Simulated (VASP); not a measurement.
Write the native input for VASP 6.6.1 that does the following.

```yaml
Task: single point
Functional: r2SCAN
Potentials_or_basis: VASP PAW PBE potentials, release 64 (Te, Ti_sv)
Cutoff: 520 eV
k_mesh: 8 × 8 × 4
Occupations: fermi-dirac, width 0.05 eV
Spin: no spin polarisation
Dipole_correction: no
Further_INCAR_settings: ALGO = Normal; EDIFF = 1e-06; NBANDS = 19
```

The system is TiTe2.

```xyz
3
Lattice="3.8267 0.0000 0.0000 -1.9134 3.3140 0.0000 0.0000 0.0000 6.5835" Properties=species:S:1:pos:R:3 pbc="T T T"
Te    0.0000    2.2093    4.8534
Te    1.9134    1.1047    1.7301
Ti    0.0000    0.0000    0.0000
```

One way to write it, as run:

POSCAR

```
TiTe2
1.0
    3.8267030682      0.0000000000      0.0000000000
   -1.9133515341      3.3140220698      0.0000000000
    0.0000000000      0.0000000000      6.5835098060
Te Ti
2 1
Direct
    0.3333333333      0.6666666667      0.7372000000
    0.6666666667      0.3333333333      0.2628000000
    0.0000000000      0.0000000000      0.0000000000
```

INCAR.step1

```
PREC = Accurate
ENCUT = 520
ISMEAR = -1
SIGMA = 0.05
LREAL = False
LASPH = True
NELM = 60
NBANDS = 19
GGA = PE
ALGO = Normal
EDIFF = 1E-4
LWAVE = True
LCHARG = False
```

INCAR.step2

```
PREC = Accurate
ENCUT = 520
EDIFF = 1E-6
ISMEAR = -1
SIGMA = 0.05
LREAL = False
LASPH = True
NELM = 60
ALGO = Normal
ISIF = 2
LWAVE = False
LCHARG = False
METAGGA = R2SCAN
LMIXTAU = True
NBANDS = 19
ISTART = 1
```

KPOINTS

```
regular mesh
0
Gamma
  8 8 4
```

Potentials or basis: VASP PAW PBE potentials, release 64 (Te, Ti_sv).

Command:

```bash
$ cat potpaw_PBE.64/Te/POTCAR potpaw_PBE.64/Ti_sv/POTCAR > POTCAR
$ cp INCAR.step1 INCAR
$ mpirun -np 1 vasp_std > vasp.out
$ cp INCAR.step2 INCAR
$ mpirun -np 1 vasp_std > vasp.out
```

Results of the run:

| Quantity | Value |
| --- | --- |
| Pressure | -1.5 GPa |
| Largest force | 0.520 eV/Å |
| Band gap on the k mesh | zero (band 12 reaches 6.75 eV, above the bottom of band 13 at 6.19 eV) |

Caveat: the PAW data sets were made with another functional, which shifts forces and pressure a little; spin-orbit coupling is left out, which moves the levels of the heavy elements.

Run time: 3.1 min on 1 thread of Intel(R) Xeon(R) Platinum 8259CL CPU @ 2.50GHz (Skylake/Cascade Lake), with other jobs on the host, peak memory 0.23 GiB.
